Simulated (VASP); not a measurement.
# FeNi3 (Fm-3m) in VASP: a series of runs

The runs below take FeNi3 through single point, with LDA.

All numbers are computed with VASP 6.6.1; they aren't measurements. Logs are shortened: lines on timing, memory, paths and dates and some standing lists are left out, and cuts for length are marked.

## Step 1: The cell of the first run

Symmetry: Fm-3m, No. 225, cubic system. Conventional cell: a = 5.581 Å, b = 5.581 Å, c = 5.581 Å, α = 90.00°, β = 90.00°, γ = 90.00°. Fe (site symmetry m-3m) has 14 Ni at 2.42 to 2.79 Å within 3.2 Å. Within 3.2 Å of Ni (site symmetry -43m) lie 4 Fe at 2.42 Å and 10 Ni at 2.42 to 2.79 Å. Ni (site symmetry m-3m) has 8 Ni at 2.42 Å and 6 Fe at 2.79 Å within 3.2 Å.

## Step 2: Single point, LDA

The input, INCAR:

```
SYSTEM = FeNi3
ALGO     = Normal         ! electronic algorithm
EDIFF    = 1E-6           ! SCF threshold, eV
ENCUT    = 520            ! plane-wave cutoff, eV
ISIF     = 2              ! what is computed and relaxed
ISMEAR   = -1             ! smearing method
LASPH    = .True.         ! aspherical terms in the spheres
LCHARG   = .False.        ! write CHGCAR
LREAL    = .False.        ! projectors in reciprocal space
LWAVE    = .False.        ! write WAVECAR
NBANDS   = 27             ! bands
NELM     = 80             ! most SCF steps
PREC     = Accurate       ! precision mode
SIGMA    = 0.05           ! smearing width, eV
```

The input, KPOINTS:

```
k-points
0
Gamma
  7 7 7
  0 0 0
```

The input, POSCAR:

```
FeNi3
1.0
    0.0000000000      2.7903700000      2.7903700000
    2.7903700000      0.0000000000      2.7903700000
    2.7903700000      2.7903700000      0.0000000000
Fe Ni
1 3
Direct
    0.0000000000      0.0000000000      0.0000000000
    0.7500000000      0.7500000000      0.7500000000
    0.2500000000      0.2500000000      0.2500000000
    0.5000000000      0.5000000000      0.5000000000
```

Potentials or basis: VASP PAW LDA potentials, release 64 (Fe, Ni).

Launch:

```sh
> cat potpaw_LDA.64/Fe/POTCAR potpaw_LDA.64/Ni/POTCAR > POTCAR
> mpirun -np 1 vasp_std > vasp.out
```

OUTCAR:

```text
SYSTEM = FeNi3
   EDIFF = 1E-6
   ENCUT = 520
   ISIF = 2
   ISMEAR = -1
   LASPH = .True.
   LREAL = .False.
   NELM = 80
   PREC = Accurate

 ion  position               nearest neighbor table
   1  0.000  0.000  0.000-   2 2.42   3 2.42   2 2.42   2 2.42   2 2.42   3 2.42   3 2.42   3 2.42
                             4 2.79   4 2.79   4 2.79   4 2.79   4 2.79   4 2.79
   2  0.750  0.750  0.750-   1 2.42   4 2.42   4 2.42   4 2.42   4 2.42   1 2.42   1 2.42   1 2.42
                             3 2.79   3 2.79   3 2.79   3 2.79   3 2.79   3 2.79
   3  0.250  0.250  0.250-   1 2.42   4 2.42   1 2.42   1 2.42   1 2.42   4 2.42   4 2.42   4 2.42
                             2 2.79   2 2.79   2 2.79   2 2.79   2 2.79   2 2.79
   4  0.500  0.500  0.500-   2 2.42   3 2.42   3 2.42   3 2.42   3 2.42   2 2.42   2 2.42   2 2.42
                             1 2.79   1 2.79   1 2.79   1 2.79   1 2.79   1 2.79

  LATTYP: Found a face centered cubic cell.
 ALAT       =     5.5807400000

  Lattice vectors:

 A1 = (   0.0000000000,   2.7903700000,   2.7903700000)
 A2 = (   2.7903700000,   0.0000000000,   2.7903700000)
 A3 = (   2.7903700000,   2.7903700000,   0.0000000000)

Analysis of symmetry for initial positions (statically):
=====================================================================
 Subroutine PRICEL returns:
 Original cell was already a primitive cell.

 Routine SETGRP: Setting up the symmetry group for a
 face centered cubic supercell.

 Subroutine GETGRP returns: Found 48 space group operations
 (whereof 48 operations were pure point group operations)
 out of a pool of 48 trial point group operations.

The static configuration has the point symmetry O_h .

Analysis of symmetry for dynamics (positions and initial velocities):
=====================================================================
 Subroutine PRICEL returns:
 Original cell was already a primitive cell.

 Routine SETGRP: Setting up the symmetry group for a
 face centered cubic supercell.

 Subroutine GETGRP returns: Found 48 space group operations
 (whereof 48 operations were pure point group operations)
 out of a pool of 48 trial point group operations.

The dynamic configuration has the point symmetry O_h .

 Subroutine INISYM returns: Found 48 space group operations
 (whereof 48 operations are pure point group operations),
 and found     1 'primitive' translations

----------------------------------------------------------------------------------------

                                     Primitive cell

  volume of cell :      43.4526

  direct lattice vectors                    reciprocal lattice vectors
[... 88 lines left out ...]
   EDIFFG = 0.1E-04   stopping-criterion for IOM
   NSW    =      0    number of steps for IOM
   IBRION =     -1    ionic relax: 0-MD 1-quasi-New 2-CG
   NFREE  =      0    steps in history (QN), initial steepest desc. (CG)
   ISIF   =      2    stress and relaxation
   ISYM   =      2    0-nonsym 1-usesym 2-fastsym
   POTIM  = 0.5000    time-step for ionic-motion
   TEBEG  =    0.0;   TEEND  =   0.0 temperature during run
   PSTRESS=    0.0 pullay stress
   NELECT =      38.0000    total number of electrons
   NUPDOWN=      -1.0000    fix difference up-down
   EMIN   =  10.00;   EMAX   =-10.00  energy-range for DOS
   EFERMI =   0.00;   METHOD = LEGACY
   ISMEAR =    -1;   SIGMA  =   0.05  broadening in eV -4-tet -1-fermi 0-gaus
   EFERMI_NEDOS =   21; number of points for ismear=-14 and -15
   IALGO  =     38    algorithm
   IMIX   =      4    mixing-type and parameters
     AMIX     =   0.40;   BMIX     =  1.00
     AMIX_MAG =   1.60;   BMIX_MAG =  1.00
  volume/ion in A,a.u.               =      10.86        73.31
  Fermi-wavevector in a.u.,A,eV,Ry     =   1.565540  2.958442 33.346740  2.450916
  Thomas-Fermi vector in A             =   2.668001
   LORBIT       =      0    0 simple, 1 ext, 2 COOP (PROOUT), +10 PAW based schemes
   GGA     = CA    functional components
   LHFCALC =     F    Hartree Fock is set to
   AEXX    =    0.0000 exact exchange contribution
   IVDW    =     0    specifies the selected vdW correction
   LEPSILON=     F    determine dielectric tensor
   LRPA    =     F    only Hartree local field effects (RPA)
 non-spin polarized calculation
  energy-cutoff  :      520.00
  volume of cell :       43.45
 maximum number of plane-waves:      1211
 NGX is ok and might be reduce to    30
   NGX = 15   NGY = 15   NGZ = 15

 number of electron      38.0000019 magnetization

 Free energy of the ion-electron system (eV)
  ---------------------------------------------------
  ext. energy  EPLUGINS =         0.00000000
  ---------------------------------------------------
  free energy    TOTEN  =       -27.97215976 eV

  energy without entropy =      -27.86751434  energy(sigma->0) =      -27.91983705

 E-fermi :   8.2693     XC(G=0): -13.6451

 val. band max:        8.2685198705   @ k =   0.4286   0.2857   0.0000
 cond. band min:       8.2813170700   @ k =   0.2857   0.2857   0.0000
 fundamental gap:      0.0127971994
 Fermi energy:         8.2692848063

 k-point     1 :       0.0000    0.0000    0.0000
  band No.  band energies     occupation
      1      -0.5643      2.00000
      2       4.1311      2.00000
      3       4.1311      2.00000
      4       5.2551      2.00000
      5       5.2551      2.00000
      6       5.2551      2.00000
[... 589 lines left out ...]
     26      19.3098      0.00000
     27      19.6540      0.00000

------------------------ aborting loop because EDIFF is reached ----------------------------------------

  FORCE on cell =-STRESS in cart. coord.  units (eV):
  Direction    XX          YY          ZZ          XY          YZ          ZX
  --------------------------------------------------------------------------------------
  -------------------------------------------------------------------------------------
  Total       -4.8419491     -4.8419491     -4.8419491      0.0000000      0.0000000      0.0000000
  in kB     -178.5317340   -178.5317340   -178.5317340      0.0000000      0.0000000      0.0000000
  external PRESSURE =    -178.5317340 kB  Pullay stress =       0.0000000 kB

 VOLUME and BASIS-vectors are now :
 -----------------------------------------------------------------------------
  energy-cutoff  :      520.00
  volume of cell :       43.45
      direct lattice vectors                 reciprocal lattice vectors
     0.000000000  2.790370000  2.790370000    -0.179187706  0.179187706  0.179187706
     2.790370000  0.000000000  2.790370000     0.179187706 -0.179187706  0.179187706
     2.790370000  2.790370000  0.000000000     0.179187706  0.179187706 -0.179187706

 POSITION                                       TOTAL-FORCE (eV/Angst)
 -----------------------------------------------------------------------------------
      0.00000      0.00000      0.00000         0.000000      0.000000      0.000000
      4.18555      4.18555      4.18555         0.000000      0.000000      0.000000
      1.39518      1.39518      1.39518        -0.000000     -0.000000     -0.000000
      2.79037      2.79037      2.79037         0.000000      0.000000      0.000000
 -----------------------------------------------------------------------------------
    total drift:                                0.000000     -0.000000      0.000000

  FREE ENERGIE OF THE ION-ELECTRON SYSTEM (eV)
  ---------------------------------------------------
  free  energy   TOTEN  =       -27.9721597615 eV

  energy  without entropy=      -27.8675143418  energy(sigma->0) =      -27.91983705
```

OSZICAR:

```text
N       E                     dE             d eps       ncg     rms          rms(c)
DAV:   1     0.250117148416E+03    0.25012E+03   -0.17451E+04  1096   0.203E+03
DAV:   2    -0.180189547062E+02   -0.26814E+03   -0.25709E+03  1080   0.360E+02
DAV:   3    -0.327770446693E+02   -0.14758E+02   -0.14208E+02  1128   0.116E+02
DAV:   4    -0.329796932370E+02   -0.20265E+00   -0.20235E+00  1239   0.148E+01
DAV:   5    -0.329863530931E+02   -0.66599E-02   -0.66593E-02  1565   0.221E+00    0.213E+01
DAV:   6    -0.368367281177E+02   -0.38504E+01   -0.94081E+01  1175   0.126E+02    0.396E+01
DAV:   7    -0.321707612935E+02    0.46660E+01   -0.31645E+01  1253   0.154E+02    0.251E+01
DAV:   8    -0.311992023391E+02    0.97156E+00   -0.25091E+01  1687   0.627E+01    0.318E+01
DAV:   9    -0.280087558863E+02    0.31904E+01   -0.11912E+01  1331   0.404E+01    0.355E+00
DAV:  10    -0.279993511508E+02    0.94047E-02   -0.37336E-01  1229   0.833E+00    0.247E+00
DAV:  11    -0.279922748990E+02    0.70763E-02   -0.11245E-01  1175   0.633E+00    0.229E+00
DAV:  12    -0.279737531323E+02    0.18522E-01   -0.47866E-02  1650   0.382E+00    0.505E-01
DAV:  13    -0.279728146425E+02    0.93849E-03   -0.30397E-03  1446   0.593E-01    0.354E-01
DAV:  14    -0.279725038560E+02    0.31079E-03   -0.62660E-04  1879   0.557E-01    0.301E-01
DAV:  15    -0.279721838093E+02    0.32005E-03   -0.94848E-04  1905   0.622E-01    0.958E-02
DAV:  16    -0.279721667980E+02    0.17011E-04   -0.10617E-04  1375   0.120E-01    0.415E-02
DAV:  17    -0.279721603691E+02    0.64290E-05   -0.76705E-06  1295   0.451E-02    0.167E-02
DAV:  18    -0.279721597615E+02    0.60762E-06   -0.16167E-06   621   0.180E-02
   1 F= -.27972160E+02 E0= -.27919837E+02  d E =-.104645E+00
```

It took 24 s on 1 thread of Intel Xeon Platinum 8488C (Sapphire Rapids), shared host; peak memory 0.16 GiB.

What came out:

```
Free energy            : -27.9722 eV
Pressure               : -17.9 GPa
Band gap on the k mesh : zero (bands 19 and 20 overlap by 0.33 eV)
```

Caveat: the cell stands under tension; the run has no spin polarisation, though such a crystal can be magnetic. Spin polarisation is off, so any magnetic state and its effect on volume and gap are missing.

(Continued in part 2 of 2.)
